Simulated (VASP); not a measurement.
Input of a VASP 6.6.1 run:

The input INCAR:

```
PREC = Accurate
ENCUT = 520
EDIFF = 1E-6
ISMEAR = 0
SIGMA = 0.15
LREAL = False
LASPH = True
NELM = 100
ALGO = Normal
ISIF = 2
LWAVE = False
LCHARG = True
GGA = PS
LELF = True
LVHAR = True
NBANDS = 16
```

Contents of KPOINTS:

```
regular mesh
0
Gamma
  12 12 6
```

File POSCAR:

```
Cs
1.0
    5.3387975146      0.0000000000      0.0000000000
   -2.6693987573      4.6235342733      0.0000000000
    0.0000000000      0.0000000000      8.8428376252
Cs
2
Direct
    0.3333333333      0.6666666667      0.2500000000
    0.6666666667      0.3333333333      0.7500000000
```

Potentials or basis: VASP PAW PBE potentials, release 64 (Cs_sv).

Run with:

```console
$ cat potpaw_PBE.64/Cs_sv/POTCAR > POTCAR
$ mpirun -np 1 vasp_std > vasp.out
```

Question: What does it give for the band gap on the k mesh?

Answer: Zero (bands 9 and 10 overlap by 1.91 eV).

Question: Estimate the pressure.

Answer: 0.0 GPa.

Caveat: the PAW data sets were made with another functional, which shifts forces and pressure a little; spin-orbit coupling is left out, which moves the levels of the heavy elements.
